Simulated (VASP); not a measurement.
# Bi4O (I4/mmm) in VASP: a series of runs

Bi4O is run at these levels: PBE; tasks: relaxation of cell and atoms, single point.

All numbers are computed with VASP 6.6.1; they aren't measurements. Logs are shortened: lines on timing, memory, paths and dates and some standing lists are left out, and cuts for length are marked.

## 1. The cell of the first run

The structure is tetragonal, space group I4/mmm (No. 139). The conventional cell has a = 8.627 Å, b = 8.627 Å, c = 4.095 Å, α = 90.00°, β = 90.00°, γ = 90.00°. Bi (site symmetry m2m) has 1 O at 2.47 Å and 6 Bi at 3.31 to 3.50 Å within 3.5 Å. O (site symmetry 4/mmm) has 4 Bi at 2.47 Å within 3.3 Å.

The cell was generated, and may not be a known phase.

## 2. Relaxation of cell and atoms, PBE

INCAR

```
SYSTEM = Bi4O
PREC = Accurate ; ENCUT = 600
EDIFF = 1E-6 ; ISMEAR = 0
SIGMA = 0.1 ; LREAL = .False.
LASPH = .True. ; NELM = 60
ALGO = Normal ; ISIF = 3
LWAVE = .False. ; LCHARG = .False.
GGA = PE ; IBRION = 2
NSW = 90 ; EDIFFG = -0.04
```

KPOINTS

```
regular mesh
0
Gamma
  6 6 6
  0 0 0
```

POSCAR

```
Bi4O
1.0
   -4.3136044659      4.3136044659      2.0476030334
    4.3136044659     -4.3136044659      2.0476030334
    4.3136044659      4.3136044659     -2.0476030334
Bi O
4 1
Direct
    0.0000000000      0.7131579130      0.7131579130
    0.0000000000      0.2868420870      0.2868420870
    0.7131579130      0.0000000000      0.7131579130
    0.2868420870      0.0000000000      0.2868420870
    0.0000000000      0.0000000000      0.0000000000
```

Potentials or basis: VASP PAW PBE potentials, release 64 (Bi_d, O).

On the command line:

```
> cat potpaw_PBE.64/Bi_d/POTCAR potpaw_PBE.64/O/POTCAR > POTCAR
> mpirun -np 1 vasp_std > vasp.out
```

OUTCAR:

```text
SYSTEM = Bi4O
   PREC = Accurate
   ENCUT = 600
   EDIFF = 1E-6
   ISMEAR = 0
   LREAL = .False.
   LASPH = .True.
   NELM = 60
   ISIF = 3
   GGA = PE
   IBRION = 2
   NSW = 90
   EDIFFG = -0.04

 ion  position               nearest neighbor table
   1  0.000  0.713  0.713-   5 2.47   4 3.31   3 3.31   3 3.31   4 3.31   4 3.50   3 3.50   2 3.68

   2  0.000  0.287  0.287-   5 2.47   4 3.31   3 3.31   3 3.31   4 3.31   3 3.50   4 3.50   1 3.68

   3  0.713  0.000  0.713-   5 2.47   2 3.31   1 3.31   1 3.31   2 3.31   2 3.50   1 3.50   4 3.68

   4  0.287  0.000  0.287-   5 2.47   2 3.31   1 3.31   1 3.31   2 3.31   1 3.50   2 3.50   3 3.68

   5  0.000  0.000  0.000-   1 2.47   2 2.47   3 2.47   4 2.47

  LATTYP: Found a body centered tetragonal cell.
 ALAT       =     8.6272089318
 C/A-ratio  =     0.4746849299

  Lattice vectors:

 A1 = (  -4.3136044659,   4.3136044659,   2.0476030334)
 A2 = (   4.3136044659,  -4.3136044659,   2.0476030334)
 A3 = (   4.3136044659,   4.3136044659,  -2.0476030334)

Analysis of symmetry for initial positions (statically):
=====================================================================
 Subroutine PRICEL returns:
 Original cell was already a primitive cell.

 Routine SETGRP: Setting up the symmetry group for a
 body centered tetragonal supercell.

 Subroutine GETGRP returns: Found 16 space group operations
 (whereof 16 operations were pure point group operations)
 out of a pool of 16 trial point group operations.

The static configuration has the point symmetry D_4h.

Analysis of symmetry for dynamics (positions and initial velocities):
=====================================================================
 Subroutine PRICEL returns:
 Original cell was already a primitive cell.

 Routine SETGRP: Setting up the symmetry group for a
 body centered tetragonal supercell.

 Subroutine GETGRP returns: Found 16 space group operations
 (whereof 16 operations were pure point group operations)
 out of a pool of 16 trial point group operations.

The dynamic configuration has the point symmetry D_4h.

 Subroutine INISYM returns: Found 16 space group operations
 (whereof 16 operations are pure point group operations),
 and found     1 'primitive' translations

----------------------------------------------------------------------------------------

                                     Primitive cell

[... 98 lines left out ...]
   EDIFFG = -.4E-01   stopping-criterion for IOM
   NSW    =     90    number of steps for IOM
   IBRION =      2    ionic relax: 0-MD 1-quasi-New 2-CG
   NFREE  =      1    steps in history (QN), initial steepest desc. (CG)
   ISIF   =      3    stress and relaxation
   ISYM   =      2    0-nonsym 1-usesym 2-fastsym
   POTIM  = 0.5000    time-step for ionic-motion
   TEBEG  =    0.0;   TEEND  =   0.0 temperature during run
   PSTRESS=    0.0 pullay stress
   NELECT =      66.0000    total number of electrons
   NUPDOWN=      -1.0000    fix difference up-down
   EMIN   =  10.00;   EMAX   =-10.00  energy-range for DOS
   EFERMI =   0.00;   METHOD = LEGACY
   ISMEAR =     0;   SIGMA  =   0.10  broadening in eV -4-tet -1-fermi 0-gaus
   EFERMI_NEDOS =   21; number of points for ismear=-14 and -15
   IALGO  =     38    algorithm
   IMIX   =      4    mixing-type and parameters
     AMIX     =   0.40;   BMIX     =  1.00
     AMIX_MAG =   1.60;   BMIX_MAG =  1.00
  volume/ion in A,a.u.               =      30.48       205.69
  Fermi-wavevector in a.u.,A,eV,Ry     =   1.238589  2.340594 20.872747  1.534104
  Thomas-Fermi vector in A             =   2.373108
   LORBIT       =      0    0 simple, 1 ext, 2 COOP (PROOUT), +10 PAW based schemes
   GGA     = PE    functional components
   LHFCALC =     F    Hartree Fock is set to
   AEXX    =    0.0000 exact exchange contribution
   IVDW    =     0    specifies the selected vdW correction
   LEPSILON=     F    determine dielectric tensor
   LRPA    =     F    only Hartree local field effects (RPA)
 conjugate gradient relaxation of ions
 non-spin polarized calculation
 Gauss-broadening in eV      SIGMA  =   0.10
  energy-cutoff  :      600.00
  volume of cell :      152.40
 maximum number of plane-waves:      5112
 NGX is ok and might be reduce to    54
   NGX = 25   NGY = 25   NGZ = 25

--------------------------------------- Ionic step        1  -------------------------------------------

 number of electron      66.0000011 magnetization

 Free energy of the ion-electron system (eV)
  ---------------------------------------------------
  ext. energy  EPLUGINS =         0.00000000
  ---------------------------------------------------
  free energy    TOTEN  =       -20.92324729 eV

  energy without entropy =      -20.91678417  energy(sigma->0) =      -20.92001573

------------------------ aborting loop because EDIFF is reached ----------------------------------------

  FORCE on cell =-STRESS in cart. coord.  units (eV):
  Direction    XX          YY          ZZ          XY          YZ          ZX
  --------------------------------------------------------------------------------------
  -------------------------------------------------------------------------------------
  Total       -0.2250897     -0.2250897      0.6025362      0.0000000      0.0000000      0.0000000
  in kB       -2.3663541     -2.3663541      6.3344269      0.0000000      0.0000000      0.0000000
  external PRESSURE =       0.5339062 kB  Pullay stress =       0.0000000 kB
[... 143 lines left out ...]
--------------------------------------- Ionic step        5  -------------------------------------------

 number of electron      66.0000010 magnetization

 Free energy of the ion-electron system (eV)
  ---------------------------------------------------
  ext. energy  EPLUGINS =         0.00000000
  ---------------------------------------------------
  free energy    TOTEN  =       -20.93168168 eV

  energy without entropy =      -20.92554578  energy(sigma->0) =      -20.92861373

 E-fermi :   6.0518     XC(G=0):  -9.3928

 val. band max:        5.9706735482   @ k =  -0.3333   0.3333   0.3333
 cond. band min:       6.0847892388   @ k =   0.3333   0.1667  -0.0000
 fundamental gap:      0.1141156906
 Fermi energy:         6.0517643579

 k-point     1 :       0.0000    0.0000    0.0000
  band No.  band energies     occupation
      1     -17.1587      2.00000
      2     -17.1400      2.00000
      3     -17.1178      2.00000
      4     -17.0849      2.00000
      5     -17.0828      2.00000
      6     -17.0828      2.00000
[... 997 lines left out ...]
     38       8.3084      0.00000
     39       9.7883      0.00000

 [... further k-points ...]
[... 5 lines left out ...]
  --------------------------------------------------------------------------------------
  -------------------------------------------------------------------------------------
  Total        0.0086264      0.0086264     -0.0501873      0.0000000      0.0000000      0.0000000
  in kB        0.0898732      0.0898732     -0.5228720      0.0000000      0.0000000      0.0000000
  external PRESSURE =      -0.1143752 kB  Pullay stress =       0.0000000 kB
[... 20 lines left out ...]
  FREE ENERGIE OF THE ION-ELECTRON SYSTEM (eV)
  ---------------------------------------------------
  free  energy   TOTEN  =       -20.9316816832 eV

  energy  without entropy=      -20.9255457816  energy(sigma->0) =      -20.92861373

 reached required accuracy - stopping structural energy minimisation
```

CONTCAR:

```text
Bi4O
   1.00000000000000
    -4.2952372240070238    4.2952372240070238    2.0838904117306440
     4.2952372240070238   -4.2952372240070238    2.0838904117306440
     4.2952372240070238    4.2952372240070238   -2.0838904117306440
  Bi              O
     4     1
Direct
     0.0000000000000000    0.7116108329565348    0.7116108329565348
     0.0000000000000000    0.2883891670434651    0.2883891670434651
     0.7116108329565348    0.0000000000000000    0.7116108329565348
     0.2883891670434651    0.0000000000000000    0.2883891670434651
     0.0000000000000000    0.0000000000000000    0.0000000000000000

  0.00000000E+00  0.00000000E+00  0.00000000E+00
  0.00000000E+00  0.00000000E+00  0.00000000E+00
  0.00000000E+00  0.00000000E+00  0.00000000E+00
  0.00000000E+00  0.00000000E+00  0.00000000E+00
  0.00000000E+00  0.00000000E+00  0.00000000E+00
```

Wall time 21 min (1 thread of Intel Xeon Platinum 8124M at 3.00GHz (Skylake/Cascade Lake), shared host); peak memory 0.52 GiB.

What came out:

```yaml
Free_energy: -20.9317 eV
Relaxed_volume: 30.76 Å³/atom
Relaxed_cell: a = 6.422 Å, b = 6.422 Å, c = 6.422 Å, α = 96.04°, β = 96.04°, γ = 142.13°
Space_group_after_relaxing_to_0.1_Å: I4/mmm (No. 139)
Energy_gained_by_relaxing: 1.7 meV/atom
Ionic_steps: 5
Pressure_after_relaxing: 0.0 GPa
Largest_force_after_relaxing: 0.014 eV/Å
Band_gap_on_the_k_mesh: zero (bands 33 and 34 overlap by 1.10 eV)
```

Forces on the atoms (eV/Å):
```
Bi  -0.014  0.000  0.000
Bi   0.014  0.000  0.000
Bi   0.000 -0.014  0.000
Bi   0.000  0.014  0.000
O    0.000  0.000  0.000
```

Step by step:
| step | energy change (eV) | largest force (eV/Å) | pressure (GPa) | volume (Å³) |
| --- | --- | --- | --- | --- |
| 1 | 0.0000 | 0.0880 | 0.05 | 152.40 |
| 2 | -0.0048 | 0.0673 | 0.14 | 152.62 |
| 3 | -0.0077 | 0.0326 | 0.27 | 152.97 |
| 4 | -0.0078 | 0.0043 | -0.27 | 154.60 |
| 5 | -0.0084 | 0.0145 | -0.01 | 153.78 |

Final structure:
```
Bi O
1.0
    -4.29524    4.29524    2.08389
     4.29524   -4.29524    2.08389
     4.29524    4.29524   -2.08389
Bi O
4 1
Cartesian
  6.1131 0.0000 0.0000
  2.4774 0.0000 0.0000
  0.0000 6.1131 0.0000
  0.0000 2.4774 0.0000
  0.0000 0.0000 0.0000
```

Levels at points of the mesh, in eV from the Fermi level:
```csv
k point,band 30,band 31,band 32,band 33,band 34,band 35,band 36,band 37
"(0.00, 0.00, 0.00)",-2.56,-1.15,0.08,0.08,0.53,0.53,1.55,3.09
"(0.50, 0.00, 0.00)",-2.92,-2.44,-0.87,-0.75,-0.59,0.70,1.74,2.09
"(0.50, 0.50, 0.00)",-2.23,-1.55,0.29,0.46,0.63,0.73,1.38,1.62
"(0.50, 0.50, 0.50)",-1.16,-0.91,-0.51,-0.51,0.14,0.71,0.95,0.95
```

Caveat: spin-orbit coupling is left out, which moves the levels of the heavy elements.

## 3. Single point, PBE

This run uses another cell than the first one, of 30.81 Å³/atom.

INCAR

```
PREC = Accurate
ENCUT = 520
EDIFF = 1E-7
ISMEAR = 0
SIGMA = 0.1
LREAL = False
LASPH = True
NELM = 60
ALGO = Fast
ISIF = 2
LWAVE = False
LCHARG = False
GGA = PE
NBANDS = 41
```

KPOINTS

```
Automatic mesh
0
Gamma
  10 10 10
```

POSCAR

```
Bi4O
1.0
   -4.2960166715      4.2960166715      2.0867284237
    4.2960166715     -4.2960166715      2.0867284237
    4.2960166715      4.2960166715     -2.0867284237
Bi O
4 1
Direct
    0.0000000000      0.7114000638      0.7114000638
    0.0000000000      0.2885999362      0.2885999362
    0.7114000638      0.0000000000      0.7114000638
    0.2885999362      0.0000000000      0.2885999362
    0.0000000000      0.0000000000      0.0000000000
```

Potentials or basis: VASP PAW PBE potentials, release 64 (Bi_d, O).

On the command line:

```
> cat potpaw_PBE.64/Bi_d/POTCAR potpaw_PBE.64/O/POTCAR > POTCAR
> mpirun -np 1 vasp_std > vasp.out
```

Wall time 28 min (1 thread of Oxide Virtual Turin-like, shared host); peak memory 0.62 GiB.

It converged, with:

| Property | Result |
| --- | --- |
| Free energy | -20.9077 eV |
| Pressure | -0.1 GPa |
| Largest force | 0.013 eV/Å |
| Band gap on the k mesh | zero (bands 33 and 34 overlap by 1.16 eV) |

Forces on the atoms (eV/Å):
```
Bi  -0.013  0.000  0.000
Bi   0.013  0.000  0.000
Bi   0.000 -0.013  0.000
Bi   0.000  0.013  0.000
O    0.000  0.000  0.000
```

Levels at points of the mesh, in eV from the Fermi level:
| k point | band 29 | band 30 | band 31 | band 32 | band 33 | band 34 | band 35 | band 36 | band 37 | band 38 |
| --- | --- | --- | --- | --- | --- | --- | --- | --- | --- | --- |
| (0.00, 0.00, 0.00) | -3.30 | -2.54 | -1.15 | 0.10 | 0.10 | 0.54 | 0.54 | 1.55 | 3.11 | 3.65 |
| (0.50, 0.00, 0.00) | -3.73 | -2.90 | -2.41 | -0.85 | -0.72 | -0.56 | 0.72 | 1.76 | 2.11 | 2.65 |
| (0.50, 0.50, 0.00) | -2.51 | -2.21 | -1.55 | 0.30 | 0.48 | 0.65 | 0.74 | 1.38 | 1.63 | 3.04 |
| (0.50, 0.50, 0.50) | -1.41 | -1.15 | -0.89 | -0.49 | -0.49 | 0.15 | 0.73 | 0.96 | 0.96 | 2.79 |

Caveat: spin-orbit coupling is left out, which moves the levels of the heavy elements.

The gap in the log of VASP goes by the Fermi energy; the results here count the filled bands.